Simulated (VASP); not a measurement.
Runs of VASP 6.6.1 on Sb. The structure is that of space group P6_3/mmc (No. 194), or close to it. The cells are those of the table. 

| task | cell | k mesh | cutoff (eV) | gap on the mesh (eV) | pressure (GPa) |
| --- | --- | --- | --- | --- | --- |
| relaxation of cell and atoms | relaxed from a = 3.375, b = 3.375, c = 5.511 Å, angles 90.0, 90.0, 120.0°, 2 atoms | 11 × 11 × 6 | 600 | none | 0.0 |
| single point | a = 3.469, b = 3.469, c = 5.811 Å, angles 90.0, 90.0, 120.0°, 2 atoms | 11 × 11 × 6 | 520 | none | 0.1 |
| single point | a = 3.422, b = 3.422, c = 5.733 Å, angles 90.0, 90.0, 120.0°, 2 atoms | 12 × 12 × 6 | 520 | none | 2.1 |
| single point | a = 3.514, b = 3.514, c = 5.888 Å, angles 90.0, 90.0, 120.0°, 2 atoms | 12 × 12 × 6 | 520 | none | (a) |
| single point | a = 3.324, b = 3.324, c = 5.569 Å, angles 90.0, 90.0, 120.0°, 2 atoms | 12 × 12 × 6 | 520 | none | 7.9 |

Alike in all rows: level BLYP; potentials or basis VASP PAW PBE potentials, release 64 (Sb); no spin polarisation; smearing fermi-dirac 0.1 eV.

Estimate the missing entries.

(a) -1.6.

Caveats: the PAW data sets were made with another functional, which shifts forces and pressure a little; spin-orbit coupling is left out, which moves the levels of the heavy elements.

A k mesh can miss the band edges, and the runs leave out spin-orbit coupling on Sb.

A gap of «none» marks levels without a gap at the run's occupations.
